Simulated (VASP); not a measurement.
# Sn (I4_1/amd) in VASP: a series of runs

Sn is run at these levels: PBEsol+D4, LDA, PBE; tasks: single point.

Everything below comes from runs of VASP 6.6.1. Logs are shortened: lines on timing, memory, paths and dates and some standing lists are left out, and cuts for length are marked.

### 1 The cell of the first run

Symmetry: I4_1/amd, No. 141, tetragonal system. Conventional cell: a = 5.790 Å, b = 5.790 Å, c = 3.127 Å, α = 90.00°, β = 90.00°, γ = 90.00°. Within 3.9 Å of Sn (site symmetry -4m2) lie 10 Sn at 3.00 to 3.73 Å.

### 2 Single point, PBEsol+D4

Contents of INCAR:

```
SYSTEM = Sn
PREC = Accurate
ENCUT = 520
EDIFF = 1E-6
ISMEAR = -1
SIGMA = 0.05
LREAL = .False.
LASPH = .True.
NELM = 100
ALGO = Normal
ISIF = 2
LWAVE = .False.
LCHARG = .False.
GGA = PS
IVDW = 13
NBANDS = 21
```

Contents of KPOINTS:

```
Automatic mesh
0
Gamma
  9 9 9
  0 0 0
```

Contents of POSCAR:

```
Sn
1.0
   -2.8950627212      2.8950627212      1.5635590892
    2.8950627212     -2.8950627212      1.5635590892
    2.8950627212      2.8950627212     -1.5635590892
Sn
2
Direct
    0.0000000000      0.0000000000      0.0000000000
    0.7500000000      0.2500000000      0.5000000000
```

Potentials or basis: VASP PAW PBE potentials, release 64 (Sn_d).

Command:

```console
$ cat potpaw_PBE.64/Sn_d/POTCAR > POTCAR
$ mpirun -np 1 vasp_std > vasp.out
```

OUTCAR:

```text
SYSTEM = Sn
   PREC = Accurate
   ENCUT = 520
   EDIFF = 1E-6
   ISMEAR = -1
   LREAL = .False.
   LASPH = .True.
   NELM = 100
   ISIF = 2
   GGA = PS
   IVDW = 13

 ion  position               nearest neighbor table
   1  0.000  0.000  0.000-   2 3.00   2 3.00   2 3.00   2 3.00   2 3.73   2 3.73   2 3.73   2 3.73

   2  0.750  0.250  0.500-   1 3.00   1 3.00   1 3.00   1 3.00   1 3.73   1 3.73   1 3.73   1 3.73

  LATTYP: Found a body centered tetragonal cell.
 ALAT       =     5.7901254424
 C/A-ratio  =     0.5400777944

  Lattice vectors:

 A1 = (  -2.8950627212,   2.8950627212,   1.5635590892)
 A2 = (   2.8950627212,  -2.8950627212,   1.5635590892)
 A3 = (   2.8950627212,   2.8950627212,  -1.5635590892)

Analysis of symmetry for initial positions (statically):
=====================================================================
 Subroutine PRICEL returns:
 Original cell was already a primitive cell.

 Routine SETGRP: Setting up the symmetry group for a
 body centered tetragonal supercell.

 Subroutine GETGRP returns: Found 16 space group operations
 (whereof  8 operations were pure point group operations)
 out of a pool of 16 trial point group operations.

The static configuration has the point symmetry D_2d.
 The point group associated with its full space group is D_4h.

Analysis of symmetry for dynamics (positions and initial velocities):
=====================================================================
 Subroutine PRICEL returns:
 Original cell was already a primitive cell.

 Routine SETGRP: Setting up the symmetry group for a
 body centered tetragonal supercell.

 Subroutine GETGRP returns: Found 16 space group operations
 (whereof  8 operations were pure point group operations)
 out of a pool of 16 trial point group operations.

The dynamic configuration has the point symmetry D_2d.
 The point group associated with its full space group is D_4h.

 Subroutine INISYM returns: Found 16 space group operations
 (whereof  8 operations are pure point group operations),
 and found     1 'primitive' translations

----------------------------------------------------------------------------------------

                                     Primitive cell

  volume of cell :      52.4192

  direct lattice vectors                    reciprocal lattice vectors
    -2.895062721  2.895062721  1.563559089     0.000000000  0.172707830  0.319783245
     2.895062721 -2.895062721  1.563559089     0.172707830  0.000000000  0.319783245
     2.895062721  2.895062721 -1.563559089     0.172707830  0.172707830  0.000000000

  length of vectors
     4.382635434  4.382635434  4.382635434     0.363440942  0.363440942  0.244245755

  position of ions in fractional coordinates (direct lattice)
     0.000000000  0.000000000  0.000000000
     0.750000000  0.250000000  0.500000000

  ion indices of the primitive-cell ions
   primitive index   ion index
                 1           1
                 2           2

----------------------------------------------------------------------------------------

 KPOINTS: Automatic mesh

Automatic generation of k-mesh.
 Grid dimensions read from file:
 generate k-points for:    9    9    9

 Generating k-lattice:

  Cartesian coordinates                     Fractional coordinates (reciprocal lattice)
     0.000000000  0.019189759  0.035531472     0.111111111  0.000000000  0.000000000
     0.019189759  0.000000000  0.035531472     0.000000000  0.111111111  0.000000000
     0.019189759  0.019189759  0.000000000     0.000000000  0.000000000  0.111111111

  Length of vectors
     0.040382327  0.040382327  0.027138417

  Shift w.r.t. Gamma in fractional coordinates (k-lattice)
     0.000000000  0.000000000  0.000000000

 Subroutine IBZKPT returns following result:
 ===========================================

 Found     75 irreducible k-points:

 Following reciprocal coordinates:
            Coordinates               Weight
  0.000000  0.000000  0.000000      1.000000
  0.111111  0.000000 -0.000000      8.000000
  0.222222  0.000000  0.000000      8.000000
  0.333333 -0.000000  0.000000      8.000000
  0.444444  0.000000  0.000000      8.000000
  0.111111  0.111111 -0.000000      8.000000
[... 16 lines left out ...]
 -0.333333  0.333333  0.000000      4.000000
  0.444444  0.444444  0.000000      8.000000
 [... further k-points ...]
   k-points           NKPTS =     75   k-points in BZ     NKDIM =     75   number of bands    NBANDS=     21
   number of dos      NEDOS =    301   number of ions     NIONS =      2
   total plane-waves  NPLWV =  46656
   dimension x,y,z NGX =    36 NGY =   36 NGZ =   36
   dimension x,y,z NGXF=    72 NGYF=   72 NGZF=   72
   ions per type =               2
   NGX,Y,Z   is equivalent  to a cutoff of  13.66, 13.66, 13.66 a.u.
   NGXF,Y,Z  is equivalent  to a cutoff of  27.31, 27.31, 27.31 a.u.
 SYSTEM =  Sn
   PREC   = accura    normal or accurate (medium, high low for compatibility)
   ISTART =      0    job   : 0-new  1-cont  2-samecut
   ICHARG =      2    charge: 1-file 2-atom 10-const
   ISPIN  =      1    spin polarized calculation?
   LNONCOLLINEAR =      F non collinear calculations
   LSORBIT =      F    spin-orbit coupling
   LASPH  =      T    aspherical Exc in radial PAW
   ENCUT  =  520.0 eV  38.22 Ry    6.18 a.u.   8.15  8.15  8.15*2*pi/ulx,y,z
   NELM   =    100;   NELMIN=  2; NELMDL= -5     # of ELM steps
   EDIFF  = 0.1E-05   stopping-criterion for ELM
   LREAL  =      F    real-space projection
[... 7 lines left out ...]
   TEBEG  =    0.0;   TEEND  =   0.0 temperature during run
   PSTRESS=    0.0 pullay stress
   NELECT =      28.0000    total number of electrons
   NUPDOWN=      -1.0000    fix difference up-down
   EMIN   =  10.00;   EMAX   =-10.00  energy-range for DOS
   EFERMI =   0.00;   METHOD = LEGACY
   ISMEAR =    -1;   SIGMA  =   0.05  broadening in eV -4-tet -1-fermi 0-gaus
   EFERMI_NEDOS =   21; number of points for ismear=-14 and -15
   IALGO  =     38    algorithm
   IMIX   =      4    mixing-type and parameters
     AMIX     =   0.40;   BMIX     =  1.00
     AMIX_MAG =   1.60;   BMIX_MAG =  1.00
  volume/ion in A,a.u.               =      26.21       176.87
  Fermi-wavevector in a.u.,A,eV,Ry     =   1.328304  2.510130 24.005998  1.764391
  Thomas-Fermi vector in A             =   2.457551
   LORBIT       =      0    0 simple, 1 ext, 2 COOP (PROOUT), +10 PAW based schemes
   GGA     = PS    functional components
   LHFCALC =     F    Hartree Fock is set to
   AEXX    =    0.0000 exact exchange contribution
   IVDW    =    13    specifies the selected vdW correction
   LEPSILON=     F    determine dielectric tensor
   LRPA    =     F    only Hartree local field effects (RPA)
 non-spin polarized calculation
  energy-cutoff  :      520.00
  volume of cell :       52.42
 maximum number of plane-waves:      1430
 NGX is ok and might be reduce to    36
   NGX = 17   NGY = 17   NGZ = 17

 number of electron      28.0000010 magnetization

 Free energy of the ion-electron system (eV)
  ---------------------------------------------------
  ext. energy  EPLUGINS =         0.00000000
  ---------------------------------------------------
  free energy    TOTEN  =        -8.51017165 eV

  energy without entropy =       -8.50233465  energy(sigma->0) =       -8.50625315

 E-fermi :   8.2690     XC(G=0): -10.6162

 val. band max:        8.2622450415   @ k =   0.2222   0.1111   0.0000
 cond. band min:       8.2821519618   @ k =   0.4444   0.4444   0.0000
 fundamental gap:      0.0199069203
 Fermi energy:         8.2690000844

 k-point     1 :       0.0000    0.0000    0.0000
  band No.  band energies     occupation
      1     -13.3495      2.00000
      2     -13.2655      2.00000
      3     -13.2130      2.00000
      4     -13.2073      2.00000
      5     -13.0263      2.00000
      6     -13.0263      2.00000
[... 13 lines left out ...]
     20      18.2028      0.00000
     21      18.9065      0.00000

 k-point     2 :       0.1111    0.0000   -0.0000
  band No.  band energies     occupation
      1     -13.3409      2.00000
      2     -13.2369      2.00000
      3     -13.2029      2.00000
      4     -13.1739      2.00000
      5     -13.0463      2.00000
      6     -13.0420      2.00000
[... 13 lines left out ...]
     20      17.3259      0.00000
     21      17.3574      0.00000

 k-point     3 :       0.2222    0.0000    0.0000
  band No.  band energies     occupation
      1     -13.3165      2.00000
      2     -13.1776      2.00000
      3     -13.1751      2.00000
      4     -13.1188      2.00000
      5     -13.0846      2.00000
      6     -13.0440      2.00000
[... 13 lines left out ...]
     20      15.8070      0.00000
     21      16.7936      0.00000

 k-point     4 :       0.3333   -0.0000    0.0000
  band No.  band energies     occupation
      1     -13.2889      2.00000
      2     -13.1599      2.00000
      3     -13.1471      2.00000
      4     -13.1340      2.00000
      5     -13.1089      2.00000
      6     -13.0659      2.00000
[... 13 lines left out ...]
     20      14.9561      0.00000
     21      17.8472      0.00000

 k-point     5 :       0.4444    0.0000    0.0000
  band No.  band energies     occupation
      1     -13.2697      2.00000
      2     -13.1817      2.00000
      3     -13.1721      2.00000
      4     -13.1286      2.00000
      5     -13.0949      2.00000
      6     -13.0843      2.00000
[... 13 lines left out ...]
     20      17.0868      0.00000
     21      18.6975      0.00000
[... 382 lines left out ...]
     20      18.6021      0.00000
     21      19.4171      0.00000

 k-point    22 :      -0.4444    0.3333    0.0000
  band No.  band energies     occupation
      1     -13.2491      2.00000
      2     -13.2287      2.00000
      3     -13.2248      2.00000
      4     -13.1139      2.00000
      5     -13.1078      2.00000
      6     -13.0240      2.00000
[... 13 lines left out ...]
     20      19.5248      0.00000
     21      20.5032      0.00000

 k-point    23 :      -0.3333    0.3333    0.0000
  band No.  band energies     occupation
      1     -13.2730      2.00000
      2     -13.2548      2.00000
      3     -13.2472      2.00000
      4     -13.1353      2.00000
      5     -13.0824      2.00000
      6     -13.0105      2.00000
[... 13 lines left out ...]
     20      18.3177      0.00000
     21      18.4179      0.00000

 k-point    24 :       0.4444    0.4444    0.0000
  band No.  band energies     occupation
      1     -13.2424      2.00000
      2     -13.2412      2.00000
      3     -13.1690      2.00000
      4     -13.1666      2.00000
      5     -13.0652      2.00000
      6     -13.0575      2.00000
[... 13 lines left out ...]
     20      19.2060      0.00000
     21      19.8891      0.00000

 [... further k-points ...]

------------------------ aborting loop because EDIFF is reached ----------------------------------------

  DFT-D4 for vdW energy calculation

  Edisp (eV):   -0.50805

  FORCE on cell =-STRESS in cart. coord.  units (eV):
  Direction    XX          YY          ZZ          XY          YZ          ZX
  --------------------------------------------------------------------------------------
  -------------------------------------------------------------------------------------
  Total      -0.01680    -0.01680    -0.02872     0.00000     0.00000     0.00000
  in kB      -0.51345    -0.51345    -0.87782     0.00000     0.00000     0.00000
  external pressure =       -0.63 kB  Pullay stress =        0.00 kB

 VOLUME and BASIS-vectors are now :
 -----------------------------------------------------------------------------
  energy-cutoff  :      520.00
  volume of cell :       52.42
      direct lattice vectors                 reciprocal lattice vectors
    -2.895062721  2.895062721  1.563559089     0.000000000  0.172707830  0.319783245
     2.895062721 -2.895062721  1.563559089     0.172707830  0.000000000  0.319783245
     2.895062721  2.895062721 -1.563559089     0.172707830  0.172707830  0.000000000

 POSITION                                       TOTAL-FORCE (eV/Angst)
 -----------------------------------------------------------------------------------
      0.00000      0.00000      0.00000        -0.000000     -0.000000      0.000000
      0.00000      2.89506      0.78178         0.000000      0.000000     -0.000000
 -----------------------------------------------------------------------------------
    total drift:                               -0.000000      0.000000     -0.000000

  FREE ENERGIE OF THE ION-ELECTRON SYSTEM (eV)
  ---------------------------------------------------
  free  energy   TOTEN  =        -9.0182241860 eV

  energy  without entropy=       -9.0103871894  energy(sigma->0) =       -9.01430569
```

Wall time 29 s (1 thread of Intel Xeon 6975P-C (Granite Rapids), shared host); peak memory 0.24 GiB.

Results:

```
Free energy                : -9.0182 eV
Pressure                   : -0.1 GPa
Band gap on the k mesh     : zero (band 14 reaches 9.49 eV, above the bottom of band 15 at 5.32 eV)
Dispersion energy per atom : -0.254 eV
```

Levels at points of the mesh, in eV from the Fermi level:
```tsv
k point	band 11	band 12	band 13	band 14	band 15	band 16	band 17	band 18
(0.00, 0.00, 0.00)	-11.43	-3.66	-2.13	-2.13	2.85	6.30	6.30	7.19
```

Caveat: the PAW data sets were made with another functional, which shifts forces and pressure a little; spin-orbit coupling is left out, which moves the levels of the heavy elements; pairwise dispersion overbinds metals, which lowers pressure and volume.

(Continued in part 2 of 2.)
